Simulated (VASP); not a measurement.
A run of VASP 6.6.1 is set up as follows.

Contents of INCAR:

```
PREC     = Accurate       # precision mode
ENCUT    = 520            # plane-wave cutoff, eV
EDIFF    = 1E-7           # SCF threshold, eV
ISMEAR   = 0              # smearing method
SIGMA    = 0.1            # smearing width, eV
LREAL    = False          # projectors in reciprocal space
LASPH    = True           # aspherical terms in the spheres
NELM     = 150            # most SCF steps
ALGO     = Normal         # electronic algorithm
ISIF     = 2              # what is computed and relaxed
LWAVE    = False          # write WAVECAR
LCHARG   = True           # write CHGCAR
LMAXMIX  = 4              # l up to which the mixer works
LDAU     = True           # DFT+U
LDAUTYPE = 2            
LDAUL    = 2 -1           # shell
LDAUU    = 6.2 0          # U, eV
LDAUJ    = 0 0          
LDAUPRINT= 1            
GGA      = PE             # functional
LELF     = True           # ELF
LVHAR    = True         
NBANDS   = 17             # bands
```

The input KPOINTS:

```
regular mesh
0
Gamma
  12 12 12
```

POSCAR

```
WSe
1.0
    0.0000000000      3.2242113529      3.2242113529
    3.2242113529      0.0000000000      3.2242113529
    3.2242113529      3.2242113529      0.0000000000
W Se
1 1
Direct
    0.0000000000      0.0000000000      0.0000000000
    0.2500000000      0.2500000000      0.2500000000
```

Potentials or basis: VASP PAW PBE potentials, release 64 (W_sv, Se).

Launch:

```sh
$ cat potpaw_PBE.64/W_sv/POTCAR potpaw_PBE.64/Se/POTCAR > POTCAR
$ mpirun -np 1 vasp_std > vasp.out
```

Problem. Estimate the band gap on the k mesh.

Solution. Zero (bands 10 and 11 overlap by 0.42 eV).

Problem. What does it give for the pressure?

Solution. -15.3 GPa.

Eigenvalues of the final occupation matrices:
```csv
site,spin,trace,eigenvalues
site 1 d,1,1.54,0.17 0.17 0.40 0.40 0.40
site 1 d,2,1.54,0.17 0.17 0.40 0.40 0.40
```

Caveat: the cell stands under tension; spin-orbit coupling is left out, which moves the levels of the heavy elements; U without spin polarisation on a metal has little footing.
